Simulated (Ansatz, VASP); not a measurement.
TiSi16: VASP beside Ansatz

```xyz
17
Lattice="0.0000 5.4300 5.4300 5.4300 0.0000 5.4300 5.4300 5.4300 0.0000" Properties=species:S:1:pos:R:3 pbc="T T T"
Si    0.0171    0.0183    0.0241
Si    1.3580    1.3594    1.3656
Si    2.6990    2.7001    0.0237
Si    4.0734    4.0738    1.3310
Si    2.7000    0.0169    2.7048
Si    4.0765    1.3242    4.0767
Si    5.4706    2.6750    2.6782
Si    6.8227    4.0693    4.0753
Si    0.0155    2.7012    2.7050
Si    1.3230    4.0774    4.0772
Si    2.6743    5.4712    2.6779
Si    4.0684    6.8235    4.0758
Si    2.6750    2.6755    5.4699
Si    4.0715    4.0729    6.8253
Si    5.4692    5.4695    5.4690
Si    6.7866    6.7873    6.7870
Ti    4.0725    4.0735    4.0767
```

Alike in both runs: functional LDA; k mesh 2 × 2 × 2; occupations fermi-dirac, width 0.05 eV; no spin polarisation.

Ansatz relaxed the structure, and its values are those at the end. VASP's run is a single point on that final structure, the one shown.

|  | VASP | Ansatz |
| --- | --- | --- |
| version | VASP 6.6.1 | Ansatz 0.2.0 |
| potentials or method | VASP PAW LDA potentials, release 64 (Si, Ti_sv), cutoff 520 eV | scalar-relativistic, plane waves, PAW |
| valence electrons in the cell | 76 | 76 |

|  | VASP | Ansatz | Ansatz less VASP |
| --- | --- | --- | --- |
| rms of the force components (eV/Å) | 0.009 | 0.011 | +0.0017 |

Ansatz warns that its potentials were made for another functional, while VASP's fit it. LDA's correlation is that of Perdew and Zunger in VASP and of Perdew and Wang (1992) in Ansatz.

The k mesh is coarse, so the values compare programs but aren't converged.
